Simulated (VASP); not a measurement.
Write the native input for VASP 6.6.1 that does the following.

- Task: single point
- Functional: LDA
- Potentials or basis: VASP PAW LDA potentials, release 64 (K_sv, Br)
- Cutoff: 520 eV
- k mesh: 6 × 6 × 6
- Occupations: gaussian, width 0.01 eV
- Spin: no spin polarisation
- Dipole correction: no
- Further INCAR settings: ALGO = Normal; EDIFF = 1e-06; NBANDS = 15

The structure of KBr lies in POSCAR:

```
KBr
1.0
    0.0000000000      3.2034910789      3.2034910789
    3.2034910789      0.0000000000      3.2034910789
    3.2034910789      3.2034910789      0.0000000000
K Br
1 1
Direct
    0.0000000000      0.0000000000      0.0000000000
    0.5000000000      0.5000000000      0.5000000000
```

These files were run (other wordings do the same):

INCAR

```
ALGO = Normal
EDIFF = 1E-6
ENCUT = 520
ISIF = 2
ISMEAR = 0
LASPH = True
LCHARG = True
LELF = True
LREAL = False
LVHAR = True
LWAVE = False
NBANDS = 15
NELM = 100
PREC = Accurate
SIGMA = 0.01
```

KPOINTS

```
k-points
0
Gamma
  6 6 6
```

Potentials or basis: VASP PAW LDA potentials, release 64 (K_sv, Br).

Run with:

```console
$ cat potpaw_LDA.64/K_sv/POTCAR potpaw_LDA.64/Br/POTCAR > POTCAR
$ mpirun -np 1 vasp_std > vasp.out
```

Results of the run:

```yaml
Pressure: -0.2 GPa
Band_gap_on_the_k_mesh: 4.28 eV, direct
```

Wall time 7.3 s on 1 thread of Intel(R) Xeon(R) Platinum 8559C (Emerald Rapids) (shared host), peak memory 0.17 GiB.
